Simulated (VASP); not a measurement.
Input of a VASP 6.6.1 run:

INCAR

```
SYSTEM = TePb
PREC = Accurate
ENCUT = 520
EDIFF = 1E-6
ISMEAR = 0
SIGMA = 0.05
LREAL = .FALSE.
LASPH = .TRUE.
NELM = 80
ALGO = Normal
ISIF = 2
LWAVE = .FALSE.
LCHARG = .TRUE.
GGA = PS
LELF = .TRUE.
LVHAR = .TRUE.
NBANDS = 17
```

File KPOINTS:

```
Automatic mesh
0
G
  10 10 10
  0 0 0
```

The input POSCAR:

```
TePb
1.0
    0.0000000000      3.1330261036      3.1330261036
    3.1330261036      0.0000000000      3.1330261036
    3.1330261036      3.1330261036      0.0000000000
Te Pb
1 1
Direct
    0.5000000000      0.5000000000      0.5000000000
    0.0000000000      0.0000000000      0.0000000000
```

Potentials or basis: VASP PAW PBE potentials, release 64 (Te, Pb_d).

The run is started by

```console
$ cat potpaw_PBE.64/Te/POTCAR potpaw_PBE.64/Pb_d/POTCAR > POTCAR
$ mpirun -np 1 vasp_std > vasp.out
```

(1) What does it give for the pressure?

(2) Estimate the band gap on the k mesh.

Answers

(1) 4.5 GPa.

(2) 0.44 eV, direct.

Caveat: the PAW data sets were made with another functional, which shifts forces and pressure a little; spin-orbit coupling is left out, which moves the levels of the heavy elements.
